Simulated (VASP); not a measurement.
# SnO2 in VASP: a series of runs, part 2 of 2

VASP 6.6.1. Earlier steps stand in the parts before.

### Step 4. Single point, PBE (volume scaled by 1.06, then relaxed in part)

The input, INCAR:

```
PREC = Accurate
ENCUT = 520
EDIFF = 1E-7
ISMEAR = 0
SIGMA = 0.02
LREAL = F
LASPH = T
NELM = 60
ALGO = Normal
ISIF = 2
LWAVE = F
LCHARG = F
GGA = PE
NBANDS = 35
```

The input, KPOINTS:

```
regular mesh
0
Gamma
  6 6 8
```

The input, POSCAR:

```
SnO2
1.0
    4.9499659634      0.0000000000      0.0000000000
    0.0000000000      4.9500146104      0.0000000000
    0.0000000000      0.0000000000      3.2646046477
Sn O
2 4
Direct
    0.5000000000      0.5000000000      0.5000000000
    0.0000000000      0.0000000000      0.0000000000
    0.3083185979      0.3083391084      0.0000000000
    0.8083185979      0.1916608916      0.5000000000
    0.1916814021      0.8083391084      0.5000000000
    0.6916814021      0.6916608916      0.0000000000
```

Potentials or basis: VASP PAW PBE potentials, release 64 (Sn_d, O).

Launch:

```bash
> cat potpaw_PBE.64/Sn_d/POTCAR potpaw_PBE.64/O/POTCAR > POTCAR
> mpirun -np 1 vasp_std > vasp.out
```

OUTCAR:

```text
PREC = Accurate
   ENCUT = 520
   EDIFF = 1E-7
   ISMEAR = 0
   LREAL = F
   LASPH = T
   NELM = 60
   ISIF = 2
   GGA = PE

 ion  position               nearest neighbor table
   1  0.500  0.500  0.500-   3 2.11   6 2.11   3 2.11   6 2.11   5 2.16   4 2.16
   2  0.000  0.000  0.000-   4 2.11   5 2.11   4 2.11   5 2.11   3 2.16   6 2.16
   3  0.308  0.308  0.000-   1 2.11   1 2.11   2 2.16
   4  0.808  0.192  0.500-   2 2.11   2 2.11   1 2.16
   5  0.192  0.808  0.500-   2 2.11   2 2.11   1 2.16
   6  0.692  0.692  0.000-   1 2.11   1 2.11   2 2.16

  LATTYP: Found a simple orthorhombic cell.
 ALAT       =     3.2646046477
 B/A-ratio  =     1.5162528078
 C/A-ratio  =     1.5162677091

  Lattice vectors:

 A1 = (   0.0000000000,   0.0000000000,   3.2646046477)
 A2 = (   4.9499659634,   0.0000000000,   0.0000000000)
 A3 = (   0.0000000000,   4.9500146104,   0.0000000000)

Analysis of symmetry for initial positions (statically):
=====================================================================
 Subroutine PRICEL returns:
 Original cell was already a primitive cell.

 Routine SETGRP: Setting up the symmetry group for a
 simple orthorhombic supercell.

 Subroutine GETGRP returns: Found  8 space group operations
 (whereof  4 operations were pure point group operations)
 out of a pool of  8 trial point group operations.

The static configuration has the point symmetry C_2h.
 The point group associated with its full space group is D_2h.

Analysis of symmetry for dynamics (positions and initial velocities):
=====================================================================
 Subroutine PRICEL returns:
 Original cell was already a primitive cell.

 Routine SETGRP: Setting up the symmetry group for a
 simple orthorhombic supercell.

 Subroutine GETGRP returns: Found  8 space group operations
 (whereof  4 operations were pure point group operations)
 out of a pool of  8 trial point group operations.

[... 131 lines left out ...]
  Fermi-wavevector in a.u.,A,eV,Ry     =   1.418174  2.679960 27.364275  2.011217
  Thomas-Fermi vector in A             =   2.539327
   LORBIT       =      0    0 simple, 1 ext, 2 COOP (PROOUT), +10 PAW based schemes
   GGA     = PE    functional components
   LHFCALC =     F    Hartree Fock is set to
   AEXX    =    0.0000 exact exchange contribution
   IVDW    =     0    specifies the selected vdW correction
   LEPSILON=     F    determine dielectric tensor
   LRPA    =     F    only Hartree local field effects (RPA)
 non-spin polarized calculation
 Gauss-broadening in eV      SIGMA  =   0.02
  energy-cutoff  :      520.00
  volume of cell :       79.99
 maximum number of plane-waves:      2180
 NGX is ok and might be reduce to    40
   NGX = 19   NGY = 19   NGZ = 13

 number of electron      51.9999988 magnetization

 Free energy of the ion-electron system (eV)
  ---------------------------------------------------
  ext. energy  EPLUGINS =         0.00000000
  ---------------------------------------------------
  free energy    TOTEN  =       -37.20585845 eV

  energy without entropy =      -37.20585845  energy(sigma->0) =      -37.20585845

 E-fermi :   4.9898     XC(G=0): -10.6638

 val. band max:        4.8777536467   @ k =   0.0000   0.0000   0.0000
 cond. band min:       5.0689971187   @ k =   0.0000   0.0000   0.0000
 fundamental gap:      0.1912434720
 Fermi energy:         4.9897901954

 k-point     1 :       0.0000    0.0000    0.0000
  band No.  band energies     occupation
      1     -16.1020      2.00000
      2     -15.5875      2.00000
      3     -15.4101      2.00000
      4     -15.3833      2.00000
      5     -15.3833      2.00000
      6     -15.3220      2.00000
[... 901 lines left out ...]
     34      16.3020      0.00000
     35      16.7056      0.00000

 [... further k-points ...]

------------------------ aborting loop because EDIFF is reached ----------------------------------------

  FORCE on cell =-STRESS in cart. coord.  units (eV):
  Direction    XX          YY          ZZ          XY          YZ          ZX
  --------------------------------------------------------------------------------------
  -------------------------------------------------------------------------------------
  Total       -3.8910377     -3.8910621     -3.7813768      0.0000000      0.0000000      0.0000000
  in kB      -77.9357515    -77.9362405    -75.7392934      0.0000000      0.0000000      0.0000000
  external PRESSURE =     -77.2037618 kB  Pullay stress =       0.0000000 kB

 VOLUME and BASIS-vectors are now :
 -----------------------------------------------------------------------------
  energy-cutoff  :      520.00
  volume of cell :       79.99
      direct lattice vectors                 reciprocal lattice vectors
     4.949965963  0.000000000  0.000000000     0.202021591  0.000000000  0.000000000
     0.000000000  4.950014610  0.000000000     0.000000000  0.202019606  0.000000000
     0.000000000  0.000000000  3.264604648     0.000000000  0.000000000  0.306315805

 POSITION                                       TOTAL-FORCE (eV/Angst)
 -----------------------------------------------------------------------------------
      2.47498      2.47501      1.63230         0.000000      0.000000      0.000000
      0.00000      0.00000      0.00000         0.000000      0.000000      0.000000
      1.52617      1.52628      0.00000        -0.016063     -0.016158      0.000000
      4.00115      0.94872      1.63230        -0.016063      0.016158      0.000000
      0.94882      4.00129      1.63230         0.016063     -0.016158     -0.000000
      3.42380      3.42373      0.00000         0.016063      0.016158     -0.000000
 -----------------------------------------------------------------------------------
    total drift:                                0.000000     -0.000000     -0.000000

  FREE ENERGIE OF THE ION-ELECTRON SYSTEM (eV)
  ---------------------------------------------------
  free  energy   TOTEN  =       -37.2058584514 eV

  energy  without entropy=      -37.2058584514  energy(sigma->0) =      -37.20585845
```

stdout:

```text
POSCAR found type information on POSCAR SnO
 POSCAR found :  2 types and       6 ions
 scaLAPACK will be used
 -----------------------------------------------------------------------------
|                                                                             |
|           W    W    AA    RRRRR   N    N  II  N    N   GGGG   !!!           |
|           W    W   A  A   R    R  NN   N  II  NN   N  G    G  !!!           |
[... 18 lines left out ...]
 -----------------------------------------------------------------------------

 LDA part: xc-table for (Slater+PW92), standard interpolation
 POSCAR, INCAR and KPOINTS ok, starting setup
 FFT: planning ... GRIDC
 FFT: planning ... GRID_SOFT
 FFT: planning ... GRID
 WAVECAR not read
 entering main loop
```

It took 78 s on 1 thread of Intel Xeon 6975P-C (Granite Rapids), shared host; peak memory 0.3 GiB.

Results:

```yaml
Free_energy: -37.2059 eV
Pressure: -7.7 GPa
Largest_force: 0.023 eV/Å
Band_gap_on_the_k_mesh: 0.19 eV, direct
```

Forces on the atoms (eV/Å):
```
Sn   0.000  0.000  0.000
Sn   0.000  0.000  0.000
O   -0.016 -0.016  0.000
O   -0.016  0.016  0.000
O    0.016 -0.016  0.000
O    0.016  0.016  0.000
```

Stress tensor (GPa, compression positive):
```
-7.79  0.00  0.00
 0.00 -7.79  0.00
 0.00  0.00 -7.57
```

Levels at points of the mesh, in eV from the valence-band top:
```tsv
k point	band 24	band 25	band 26	band 27	band 28	band 29
(0.00, 0.00, 0.00)	-0.71	-0.71	0.00	0.19	5.23	5.87
(0.50, 0.00, 0.00)	-1.18	-0.59	-0.59	3.34	3.34	6.58
(0.00, 0.50, 0.00)	-1.18	-0.59	-0.59	3.34	3.34	6.58
(0.50, 0.50, 0.00)	-1.29	-0.82	-0.82	3.71	3.71	6.81
(0.00, 0.00, 0.50)	-1.37	-1.11	-1.11	5.02	5.02	8.93
(0.50, 0.00, 0.50)	-0.93	-0.80	-0.80	5.25	5.25	7.07
(0.00, 0.50, 0.50)	-0.93	-0.80	-0.80	5.25	5.25	7.07
(0.50, 0.50, 0.50)	-0.89	-0.73	-0.73	3.90	3.90	8.21
```

Caveat: the cell differs from its parent crystal (volume scaled by 1.06, then relaxed in part); spin-orbit coupling is left out, which moves the levels of the heavy elements.

### Step 5. Relaxation of shape and atoms at fixed volume, PBE (volume scaled by 1.10)

The input, INCAR:

```
PREC     = Accurate       # precision mode
ENCUT    = 600            # plane-wave cutoff, eV
EDIFF    = 1E-6           # SCF threshold, eV
ISMEAR   = 0              # smearing method
SIGMA    = 0.02           # smearing width, eV
LREAL    = False          # projectors in reciprocal space
LASPH    = True           # aspherical terms in the spheres
NELM     = 60             # most SCF steps
ALGO     = Normal         # electronic algorithm
ISIF     = 4              # what is computed and relaxed
LWAVE    = False          # write WAVECAR
LCHARG   = False          # write CHGCAR
GGA      = PE             # functional
IBRION   = 2              # ionic algorithm
NSW      = 50             # ionic steps
EDIFFG   = -0.01          # ionic threshold
```

KPOINTS is that of step 4.

Changes to POSCAR since step 4:

```diff
@@ -2,5 +2,5 @@
 1.0
-    4.9499659634      0.0000000000      0.0000000000
-    0.0000000000      4.9500146104      0.0000000000
-    0.0000000000      0.0000000000      3.2646046477
+    5.0114625118      0.0000000000      0.0000000000
+    0.0000000000      5.0115117633      0.0000000000
+    0.0000000000      0.0000000000      3.3051628898
 Sn O
```

Launch:

```bash
> cat potpaw_PBE.64/Sn_d/POTCAR potpaw_PBE.64/O/POTCAR > POTCAR
> mpirun -np 1 vasp_std > vasp.out
```

Wall time 2.8 min (1 thread of Intel Xeon 6975P-C (Granite Rapids), shared host); peak memory 0.34 GiB.

The run converged. Its results:

* Free energy: -37.0332 eV
* Energy gained by relaxing: 1.0 meV/atom
* Ionic steps: 3
* Pressure after relaxing: -11.7 GPa
* Largest force after relaxing: 0.004 eV/Å

Forces on the atoms (eV/Å):
```
Sn   0.000  0.000  0.000
Sn   0.000  0.000  0.000
O    0.003  0.003  0.000
O    0.003 -0.003  0.000
O   -0.003  0.003  0.000
O   -0.003 -0.003  0.000
```

Stress tensor (GPa, compression positive):
```
-11.67   0.00   0.00
  0.00 -11.67   0.00
  0.00   0.00 -11.78
```

Step by step:
| step | energy change (eV) | largest force (eV/Å) | pressure (GPa) | volume (Å³) |
| --- | --- | --- | --- | --- |
| 1 | 0.0000 | 0.1221 | -12.41 | 83.01 |
| 2 | -0.0050 | 0.0481 | -11.99 | 83.01 |
| 3 | -0.0059 | 0.0042 | -11.71 | 83.01 |

Final structure:
```yaml
crystal:
  lattice:
    - [5.03016, 0.00000, 0.00000]
    - [0.00000, 5.03021, 0.00000]
    - [0.00000, 0.00000, 3.28064]
  atoms:
    - { symbol: Sn, position: [0.50000, 0.50000, 0.50000] }
    - { symbol: Sn, position: [0.00000, 0.00000, 0.00000] }
    - { symbol: O, position: [0.30964, 0.30966, 0.00000] }
    - { symbol: O, position: [0.80964, 0.19034, 0.50000] }
    - { symbol: O, position: [0.19036, 0.80966, 0.50000] }
    - { symbol: O, position: [0.69036, 0.69034, 0.00000] }
```

Levels at points of the mesh, in eV from the Fermi level:
```tsv
k point	band 24	band 25	band 26	band 27	band 28	band 29
(0.00, 0.00, 0.00)	-0.66	-0.66	-0.02	0.02	4.97	5.79
(0.50, 0.00, 0.00)	-1.14	-0.56	-0.56	3.05	3.05	6.47
(0.00, 0.50, 0.00)	-1.14	-0.56	-0.56	3.05	3.05	6.47
(0.50, 0.50, 0.00)	-1.23	-0.77	-0.77	3.41	3.41	6.64
(0.00, 0.00, 0.50)	-1.25	-1.04	-1.04	4.72	4.72	8.70
(0.50, 0.00, 0.50)	-0.86	-0.79	-0.79	4.93	4.93	6.78
(0.00, 0.50, 0.50)	-0.86	-0.79	-0.79	4.93	4.93	6.78
(0.50, 0.50, 0.50)	-0.85	-0.68	-0.68	3.69	3.69	7.96
```

Caveat: the cell differs from its parent crystal (volume scaled by 1.10); spin-orbit coupling is left out, which moves the levels of the heavy elements.

### Step 6. Relaxation of cell and atoms, PBE

This run uses another cell than the first one, of 12.59 Å³/atom, 0.988 times its volume.

The input, INCAR:

```
ALGO = Normal
EDIFF = 1E-6
EDIFFG = -0.005
ENCUT = 600
GGA = PE
IBRION = 2
ISIF = 3
ISMEAR = 0
LASPH = T
LCHARG = F
LREAL = F
LWAVE = F
NELM = 100
NSW = 100
PREC = Accurate
SIGMA = 0.02
```

The input, KPOINTS:

```
k-points
0
Gamma
  6 6 8
```

The input, POSCAR:

```
SnO2
1.0
    4.7880040000      0.0000000000      0.0000000000
    0.0000000000      4.8665820000      0.0000000000
    0.0000000000      0.0000000000      3.2408980000
Sn O
2 4
Direct
    0.5000000000      0.5000000000      0.5000000000
    0.0000000000      0.0000000000      0.0000000000
    0.2918550000      0.3210420000      0.0000000000
    0.7918550000      0.1789580000      0.5000000000
    0.2081450000      0.8210420000      0.5000000000
    0.7081450000      0.6789580000      0.0000000000
```

Potentials or basis: VASP PAW PBE potentials, release 64 (Sn_d, O).

Launch:

```bash
> cat potpaw_PBE.64/Sn_d/POTCAR potpaw_PBE.64/O/POTCAR > POTCAR
> mpirun -np 1 vasp_std > vasp.out
```

It took 44 min on 1 thread of AMD EPYC 7R43 (Zen 3), shared host; peak memory 0.32 GiB.

Results (log left out):

```yaml
Free_energy: -37.3206 eV
Relaxed_volume: 12.60 Å³/atom
Relaxed_cell: a = 4.831 Å, b = 4.828 Å, c = 3.242 Å, α = 90.00°, β = 90.00°, γ = 90.00°
Space_group_after_relaxing_to_0.05_Å: P4_2/mnm (No. 136)
Energy_gained_by_relaxing: 2.1 meV/atom
Ionic_steps: 21
Pressure_after_relaxing: 0.0 GPa
Largest_force_after_relaxing: 0.003 eV/Å
Band_gap_on_the_k_mesh: 0.64 eV, direct
```

Forces on the atoms (eV/Å):
```
Sn   0.000  0.000  0.000
Sn   0.000  0.000  0.000
O   -0.003 -0.001  0.000
O   -0.003  0.001  0.000
O    0.003 -0.001  0.000
O    0.003  0.001  0.000
```

Step by step:
| step | energy change (eV) | largest force (eV/Å) | pressure (GPa) | volume (Å³) |
| --- | --- | --- | --- | --- |
| 1 | 0.0000 | 0.0662 | -0.12 | 75.52 |
| 2 | -0.0009 | 0.0622 | 0.15 | 75.41 |
| 3 | -0.0018 | 0.0572 | 0.64 | 75.23 |
| 4 | -0.0013 | 0.0520 | 1.64 | 74.86 |
| 5 | -0.0020 | 0.0549 | 1.02 | 75.09 |
| 6 | -0.0022 | 0.0545 | 0.99 | 75.10 |
| 7 | -0.0028 | 0.0515 | 0.95 | 75.12 |
| 8 | -0.0039 | 0.0471 | 0.89 | 75.15 |
| 9 | -0.0059 | 0.0429 | 0.75 | 75.22 |
| 10 | -0.0090 | 0.0465 | 0.45 | 75.37 |
| 11 | -0.0114 | 0.0811 | -0.19 | 75.65 |
| 12 | -0.0122 | 0.0340 | -0.01 | 75.60 |
| 13 | -0.0124 | 0.0039 | 0.14 | 75.57 |
| 14 | -0.0126 | 0.0033 | -0.05 | 75.65 |
| 15 | -0.0126 | 0.0037 | -0.15 | 75.68 |
| 16 | -0.0127 | 0.0073 | -0.03 | 75.65 |
| 17 | -0.0127 | 0.0095 | 0.00 | 75.64 |
| 18 | -0.0127 | 0.0097 | -0.01 | 75.63 |
| 19 | -0.0127 | 0.0105 | 0.03 | 75.63 |
| 20 | -0.0127 | 0.0101 | -0.02 | 75.63 |
| 21 | -0.0127 | 0.0030 | 0.03 | 75.62 |

Final structure:
```yaml
crystal:
  lattice:
    - [4.83121, 0.00000, 0.00000]
    - [0.00000, 4.82795, 0.00000]
    - [0.00000, 0.00000, 3.24200]
  atoms:
    - { symbol: Sn, position: [0.50000, 0.50000, 0.50000] }
    - { symbol: Sn, position: [0.00000, 0.00000, 0.00000] }
    - { symbol: O, position: [0.30694, 0.30614, 0.00000] }
    - { symbol: O, position: [0.80694, 0.19386, 0.50000] }
    - { symbol: O, position: [0.19306, 0.80614, 0.50000] }
    - { symbol: O, position: [0.69306, 0.69386, 0.00000] }
```

Levels at points of the mesh, in eV from the valence-band top:
```tsv
k point	band 24	band 25	band 26	band 27	band 28	band 29
(0.00, 0.00, 0.00)	-0.74	-0.74	0.00	0.64	5.66	6.04
(0.50, 0.00, 0.00)	-1.21	-0.61	-0.61	3.86	3.86	6.80
(0.00, 0.50, 0.00)	-1.21	-0.60	-0.60	3.86	3.86	6.78
(0.50, 0.50, 0.00)	-1.33	-0.85	-0.85	4.25	4.25	7.13
(0.00, 0.00, 0.50)	-1.52	-1.18	-1.18	5.56	5.56	9.35
(0.50, 0.00, 0.50)	-1.02	-0.75	-0.75	5.82	5.82	7.59
(0.00, 0.50, 0.50)	-1.01	-0.75	-0.75	5.82	5.82	7.59
(0.50, 0.50, 0.50)	-0.91	-0.78	-0.78	4.33	4.33	8.60
```

Caveat: spin-orbit coupling is left out, which moves the levels of the heavy elements.

### Step 7. Overview

| task | cell | cutoff (eV) | gap on the mesh (eV) | pressure (GPa) | largest force (eV/Å) |
| --- | --- | --- | --- | --- | --- |
| single point | a = 4.853, b = 4.853, c = 3.244 Å, 6 atoms | 520 | 0.56 | -1.4 | 0.02 |
| single point | a = 4.888, b = 4.888, c = 3.253 Å, 6 atoms | 520 | 0.41 | -4.0 | 0.02 |
| single point | a = 4.950, b = 4.950, c = 3.265 Å, 6 atoms | 520 | 0.19 | -7.7 | 0.02 |
| relaxation of shape and atoms at fixed volume | relaxed from a = 5.011, b = 5.012, c = 3.305 Å, 6 atoms | 600 | - | -11.7 | - |
| relaxation of cell and atoms | relaxed from a = 4.788, b = 4.867, c = 3.241 Å, 6 atoms | 600 | 0.64 | 0.0 | - |

Alike in all rows: level PBE; potentials or basis VASP PAW PBE potentials, release 64 (Sn_d, O); no spin polarisation; k mesh 6 × 6 × 8; smearing gaussian 0.02 eV.

Caveats: spin-orbit coupling is left out, which moves the levels of the heavy elements.

Total energies depend on the potentials used, so only differences within one code and one set of settings carry meaning.
